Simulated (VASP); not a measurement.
# S (Fd-3m) in VASP: a series of runs

Runs on S. Level: LDA. Tasks: single point.

Program: VASP 6.6.1. These are calculated values, not measurements. Logs are shortened: lines on timing, memory, paths and dates and some standing lists are left out, and cuts for length are marked.

### Step 1. The cell of the first run

It takes space group Fd-3m (No. 227, cubic). Conventional cell: a = 5.119 Å, b = 5.119 Å, c = 5.119 Å, α = 90.00°, β = 90.00°, γ = 90.00°. Within 2.9 Å of S (site symmetry -43m) lie 4 S at 2.22 Å.

### Step 2. Single point, LDA

File INCAR:

```
SYSTEM = S
  ALGO = Normal
  EDIFF = 1E-7
  ENCUT = 520
  ISIF = 2
  ISMEAR = -1
  LASPH = .True.
  LCHARG = .False.
  LREAL = .False.
  LWAVE = .False.
  NBANDS = 13
  NELM = 60
  PREC = Accurate
  SIGMA = 0.05
```

File KPOINTS:

```
k-points
0
Gamma
  13 13 13
  0 0 0
```

File POSCAR:

```
S
1.0
    0.0000000000      2.5595206534      2.5595206534
    2.5595206534      0.0000000000      2.5595206534
    2.5595206534      2.5595206534      0.0000000000
S
2
Direct
   -0.1250000000     -0.1250000000     -0.1250000000
    0.1250000000      0.1250000000      0.1250000000
```

Potentials or basis: VASP PAW LDA potentials, release 64 (S).

Command:

```bash
> cat potpaw_LDA.64/S/POTCAR > POTCAR
> mpirun -np 1 vasp_std > vasp.out
```

OUTCAR:

```text
SYSTEM = S
   EDIFF = 1E-7
   ENCUT = 520
   ISIF = 2
   ISMEAR = -1
   LASPH = .True.
   LREAL = .False.
   NELM = 60
   PREC = Accurate

 ion  position               nearest neighbor table
   1  0.875  0.875  0.875-   2 2.22   2 2.22   2 2.22   2 2.22
   2  0.125  0.125  0.125-   1 2.22   1 2.22   1 2.22   1 2.22

  LATTYP: Found a face centered cubic cell.
 ALAT       =     5.1190413068

  Lattice vectors:

 A1 = (   0.0000000000,   2.5595206534,   2.5595206534)
 A2 = (   2.5595206534,   0.0000000000,   2.5595206534)
 A3 = (   2.5595206534,   2.5595206534,   0.0000000000)

Analysis of symmetry for initial positions (statically):
=====================================================================
 Subroutine PRICEL returns:
 Original cell was already a primitive cell.

 Routine SETGRP: Setting up the symmetry group for a
 face centered cubic supercell.

 Subroutine GETGRP returns: Found 48 space group operations
 (whereof 12 operations were pure point group operations)
 out of a pool of 48 trial point group operations.

The static configuration has the point symmetry D_3d.
 The point group associated with its full space group is O_h .

Analysis of symmetry for dynamics (positions and initial velocities):
=====================================================================
 Subroutine PRICEL returns:
 Original cell was already a primitive cell.

 Routine SETGRP: Setting up the symmetry group for a
 face centered cubic supercell.

 Subroutine GETGRP returns: Found 48 space group operations
 (whereof 12 operations were pure point group operations)
 out of a pool of 48 trial point group operations.

The dynamic configuration has the point symmetry D_3d.
 The point group associated with its full space group is O_h .

 Subroutine INISYM returns: Found 48 space group operations
 (whereof 12 operations are pure point group operations),
 and found     1 'primitive' translations

----------------------------------------------------------------------------------------

                                     Primitive cell

  volume of cell :      33.5356

  direct lattice vectors                    reciprocal lattice vectors
     0.000000000  2.559520653  2.559520653    -0.195349078  0.195349078  0.195349078
     2.559520653  0.000000000  2.559520653     0.195349078 -0.195349078  0.195349078
     2.559520653  2.559520653  0.000000000     0.195349078  0.195349078 -0.195349078

  length of vectors
     3.619708821  3.619708821  3.619708821     0.338354528  0.338354528  0.338354528

  position of ions in fractional coordinates (direct lattice)
     0.875000000  0.875000000  0.875000000
     0.125000000  0.125000000  0.125000000

  ion indices of the primitive-cell ions
   primitive index   ion index
                 1           1
                 2           2

----------------------------------------------------------------------------------------

 KPOINTS: k-points

Automatic generation of k-mesh.
 Grid dimensions read from file:
 generate k-points for:   13   13   13

 Generating k-lattice:

  Cartesian coordinates                     Fractional coordinates (reciprocal lattice)
    -0.015026852  0.015026852  0.015026852     0.076923077  0.000000000  0.000000000
     0.015026852 -0.015026852  0.015026852     0.000000000  0.076923077  0.000000000
     0.015026852  0.015026852 -0.015026852     0.000000000  0.000000000  0.076923077

  Length of vectors
     0.026027271  0.026027271  0.026027271

  Shift w.r.t. Gamma in fractional coordinates (k-lattice)
     0.000000000  0.000000000  0.000000000

 Subroutine IBZKPT returns following result:
 ===========================================

 Found     84 irreducible k-points:

 Following reciprocal coordinates:
            Coordinates               Weight
  0.000000  0.000000  0.000000      1.000000
  0.076923  0.000000  0.000000      8.000000
  0.153846  0.000000  0.000000      8.000000
  0.230769  0.000000  0.000000      8.000000
  0.307692  0.000000  0.000000      8.000000
  0.384615  0.000000  0.000000      8.000000
[... 16 lines left out ...]
  0.384615  0.153846  0.000000     24.000000
  0.461538  0.153846  0.000000     24.000000
 [... further k-points ...]
   k-points           NKPTS =     84   k-points in BZ     NKDIM =     84   number of bands    NBANDS=     13
   number of dos      NEDOS =    301   number of ions     NIONS =      2
   total plane-waves  NPLWV =  21952
   dimension x,y,z NGX =    28 NGY =   28 NGZ =   28
   dimension x,y,z NGXF=    56 NGYF=   56 NGZF=   56
   ions per type =               2
   NGX,Y,Z   is equivalent  to a cutoff of  12.86, 12.86, 12.86 a.u.
   NGXF,Y,Z  is equivalent  to a cutoff of  25.72, 25.72, 25.72 a.u.
 SYSTEM =  S
   PREC   = accura    normal or accurate (medium, high low for compatibility)
   ISTART =      0    job   : 0-new  1-cont  2-samecut
   ICHARG =      2    charge: 1-file 2-atom 10-const
   ISPIN  =      1    spin polarized calculation?
   LNONCOLLINEAR =      F non collinear calculations
   LSORBIT =      F    spin-orbit coupling
   LASPH  =      T    aspherical Exc in radial PAW
   ENCUT  =  520.0 eV  38.22 Ry    6.18 a.u.   6.73  6.73  6.73*2*pi/ulx,y,z
   NELM   =     60;   NELMIN=  2; NELMDL= -5     # of ELM steps
   EDIFF  = 0.1E-06   stopping-criterion for ELM
   LREAL  =      F    real-space projection
   EDIFFG = 0.1E-05   stopping-criterion for IOM
   NSW    =      0    number of steps for IOM
   IBRION =     -1    ionic relax: 0-MD 1-quasi-New 2-CG
   NFREE  =      0    steps in history (QN), initial steepest desc. (CG)
   ISIF   =      2    stress and relaxation
   ISYM   =      2    0-nonsym 1-usesym 2-fastsym
   POTIM  = 0.5000    time-step for ionic-motion
   TEBEG  =    0.0;   TEEND  =   0.0 temperature during run
   PSTRESS=    0.0 pullay stress
   NELECT =      12.0000    total number of electrons
   NUPDOWN=      -1.0000    fix difference up-down
   EMIN   =  10.00;   EMAX   =-10.00  energy-range for DOS
   EFERMI =   0.00;   METHOD = LEGACY
   ISMEAR =    -1;   SIGMA  =   0.05  broadening in eV -4-tet -1-fermi 0-gaus
   EFERMI_NEDOS =   21; number of points for ismear=-14 and -15
   IALGO  =     38    algorithm
   IMIX   =      4    mixing-type and parameters
     AMIX     =   0.40;   BMIX     =  1.00
     AMIX_MAG =   1.60;   BMIX_MAG =  1.00
  volume/ion in A,a.u.               =      16.77       113.15
  Fermi-wavevector in a.u.,A,eV,Ry     =   1.162251  2.196336 18.379124  1.350827
  Thomas-Fermi vector in A             =   2.298814
   LORBIT       =      0    0 simple, 1 ext, 2 COOP (PROOUT), +10 PAW based schemes
   GGA     = CA    functional components
   LHFCALC =     F    Hartree Fock is set to
   AEXX    =    0.0000 exact exchange contribution
   IVDW    =     0    specifies the selected vdW correction
   LEPSILON=     F    determine dielectric tensor
   LRPA    =     F    only Hartree local field effects (RPA)
 non-spin polarized calculation
  energy-cutoff  :      520.00
  volume of cell :       33.54
 maximum number of plane-waves:       918
   NGX = 13   NGY = 13   NGZ = 13

 number of electron      11.9999997 magnetization

 Free energy of the ion-electron system (eV)
  ---------------------------------------------------
  ext. energy  EPLUGINS =         0.00000000
  ---------------------------------------------------
  free energy    TOTEN  =        -6.87191578 eV

  energy without entropy =       -6.85830731  energy(sigma->0) =       -6.86511155

 E-fermi :   7.6084     XC(G=0): -10.6970

 val. band max:        7.5806083569   @ k =  -0.3846   0.0769   0.0000
 cond. band min:       7.6110273213   @ k =   0.3077   0.0769   0.0000
 fundamental gap:      0.0304189644
 Fermi energy:         7.6084161384

 k-point     1 :       0.0000    0.0000    0.0000
  band No.  band energies     occupation
      1     -11.2793      2.00000
      2       0.7086      2.00000
      3       2.2818      2.00000
      4       2.2818      2.00000
      5       2.2818      2.00000
      6       6.0376      2.00000
      7       6.0376      2.00000
      8       6.0376      2.00000
      9      13.3059      0.00000
     10      14.6132      0.00000
     11      14.6132      0.00000
     12      18.4104      0.00000
     13      18.4104      0.00000

 k-point     2 :       0.0769    0.0000    0.0000
  band No.  band energies     occupation
      1     -11.2062      2.00000
      2      -0.0560      2.00000
      3       2.1892      2.00000
      4       2.1892      2.00000
      5       2.7889      2.00000
      6       6.1814      2.00000
      7       6.1814      2.00000
      8       6.2157      2.00000
      9      13.5845      0.00000
     10      14.4079      0.00000
     11      14.4079      0.00000
     12      18.1790      0.00000
     13      18.8727      0.00000

 k-point     3 :       0.1538    0.0000    0.0000
  band No.  band energies     occupation
      1     -10.9902      2.00000
      2      -1.3376      2.00000
      3       1.9631      2.00000
      4       1.9631      2.00000
      5       3.2345      2.00000
      6       6.5377      2.00000
      7       6.5377      2.00000
      8       6.8756      2.00000
      9      14.0686      0.00000
     10      14.0686      0.00000
     11      14.2679      0.00000
     12      17.7917      0.00000
     13      19.9650      0.00000
[... 305 lines left out ...]
 k-point    23 :       0.3846    0.1538    0.0000
  band No.  band energies     occupation
      1      -9.7732      2.00000
      2      -4.5078      2.00000
      3       0.3632      2.00000
      4       0.8359      2.00000
      5       4.6138      2.00000
      6       6.7030      2.00000
      7       8.4313      0.00000
      8       9.3170      0.00000
      9      13.5299      0.00000
     10      15.5683      0.00000
     11      16.0924      0.00000
     12      18.9160      0.00000
     13      19.0982      0.00000

 k-point    24 :       0.4615    0.1538    0.0000
  band No.  band energies     occupation
      1      -9.3041      2.00000
      2      -5.3342      2.00000
      3       0.0456      2.00000
      4       0.8022      2.00000
      5       4.4820      2.00000
      6       7.2158      1.99922
      7       8.4450      0.00000
      8      10.0986      0.00000
      9      14.2599      0.00000
     10      15.3131      0.00000
     11      16.8211      0.00000
     12      17.7621      0.00000
     13      18.1094      0.00000

 [... further k-points ...]

------------------------ aborting loop because EDIFF is reached ----------------------------------------

  FORCE on cell =-STRESS in cart. coord.  units (eV):
  Direction    XX          YY          ZZ          XY          YZ          ZX
  --------------------------------------------------------------------------------------
  -------------------------------------------------------------------------------------
  Total        4.8739829      4.8739829      4.8739829      0.0000000      0.0000000     -0.0000000
  in kB      232.8566631    232.8566631    232.8566631      0.0000000      0.0000000     -0.0000000
  external PRESSURE =     232.8566631 kB  Pullay stress =       0.0000000 kB

 VOLUME and BASIS-vectors are now :
 -----------------------------------------------------------------------------
  energy-cutoff  :      520.00
  volume of cell :       33.54
      direct lattice vectors                 reciprocal lattice vectors
     0.000000000  2.559520653  2.559520653    -0.195349078  0.195349078  0.195349078
     2.559520653  0.000000000  2.559520653     0.195349078 -0.195349078  0.195349078
     2.559520653  2.559520653  0.000000000     0.195349078  0.195349078 -0.195349078

 POSITION                                       TOTAL-FORCE (eV/Angst)
 -----------------------------------------------------------------------------------
      4.47916      4.47916      4.47916         0.000000      0.000000      0.000000
      0.63988      0.63988      0.63988        -0.000000     -0.000000     -0.000000
 -----------------------------------------------------------------------------------
    total drift:                                0.000000     -0.000000     -0.000000

  FREE ENERGIE OF THE ION-ELECTRON SYSTEM (eV)
  ---------------------------------------------------
  free  energy   TOTEN  =        -6.8719157844 eV

  energy  without entropy=       -6.8583073124  energy(sigma->0) =       -6.86511155
```

Wall time 75 s (1 thread of AMD EPYC 7R13, shared host); peak memory 0.12 GiB.

Results:

| Item | Value |
| --- | --- |
| Free energy | -6.8719 eV |
| Pressure | 23.3 GPa |
| Band gap on the k mesh | zero (band 6 reaches 8.86 eV, above the bottom of band 7 at 6.04 eV) |

### Step 3. Single point, LDA

File INCAR:

```
SYSTEM = S
PREC     = Accurate       ! precision mode
ENCUT    = 520            ! plane-wave cutoff, eV
EDIFF    = 1E-6           ! SCF threshold, eV
ISMEAR   = -4             ! smearing method
SIGMA    = 0.1            ! smearing width, eV
LREAL    = .FALSE.        ! projectors in reciprocal space
LASPH    = .TRUE.         ! aspherical terms in the spheres
NELM     = 60             ! most SCF steps
ALGO     = Normal         ! electronic algorithm
ISIF     = 2              ! what is computed and relaxed
LWAVE    = .FALSE.        ! write WAVECAR
LCHARG   = .FALSE.        ! write CHGCAR
NBANDS   = 13             ! bands
```

File KPOINTS:

```
regular mesh
0
G
  13 13 13
  0 0 0
```

POSCAR is that of step 2.

Potentials or basis: VASP PAW LDA potentials, release 64 (S).

Command:

```bash
> cat potpaw_LDA.64/S/POTCAR > POTCAR
> mpirun -np 1 vasp_std > vasp.out
```

It took 72 s on 1 thread of AMD EPYC 7R13, shared host; peak memory 0.12 GiB.

It converged, with:

| Property | Result |
| --- | --- |
| Free energy | -6.8188 eV |
| Pressure | 23.7 GPa |
| Band gap on the k mesh | zero (band 6 reaches 8.86 eV, above the bottom of band 7 at 6.04 eV) |

Levels at points of the mesh, in eV from the Fermi level:
```csv
k point,band 2,band 3,band 4,band 5,band 6,band 7,band 8,band 9,band 10,band 11
"(0.00, 0.00, 0.00)",-6.89,-5.31,-5.31,-5.31,-1.56,-1.56,-1.56,5.71,7.02,7.02
```
